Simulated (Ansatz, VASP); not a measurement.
**Two plane-wave programs on Al2Cu**

```
CELL_PARAMETERS angstrom
-2.99590 2.99590 2.31920
2.99590 -2.99590 2.31920
2.99590 2.99590 -2.31920
ATOMIC_POSITIONS crystal
Al 0.15872 0.65872 0.81744
Al 0.65872 0.84128 0.50000
Al 0.84128 0.34128 0.18256
Al 0.34128 0.15872 0.50000
Cu 0.75000 0.75000 0.00000
Cu 0.25000 0.25000 0.00000
```

Alike in both runs: task single point; functional PBE; k mesh 10 × 10 × 10; occupations gaussian, width 0.15 eV; no spin polarisation.

```csv
,VASP,Ansatz
version,VASP 6.6.1,Ansatz 0.2.0
potentials or method,"VASP PAW PBE potentials, release 64 (Al, Cu), cutoff 520 eV","scalar-relativistic, plane waves, PAW"
valence electrons in the cell,34,50
```

Ansatz gave:

| Property | Result |
| --- | --- |
| gap on the k mesh at the Fermi level (eV) | none |
| pressure (GPa) | 8.6 |
| traceless stress, the component that is largest in VASP (GPa) | 4.76 |
| rms of the force components (eV/Å) | 0.087 |

Question: Which values does VASP return?

Answer: gap on the k mesh at the Fermi level (eV): none; pressure (GPa): 8.7; traceless stress, the component that is largest in VASP (GPa): 4.76; rms of the force components (eV/Å): 0.088.

Atom by atom the forces differ by 0.001 eV/Å (rms over components). A gap of «none» marks a metal or a gap that the smearing closes. With one functional, cell and mesh, what is left measures potentials, basis and numerics. VASP's potentials hold 34 valence electrons a cell and Ansatz's 50, so a difference there can come from the potentials and not from the codes.
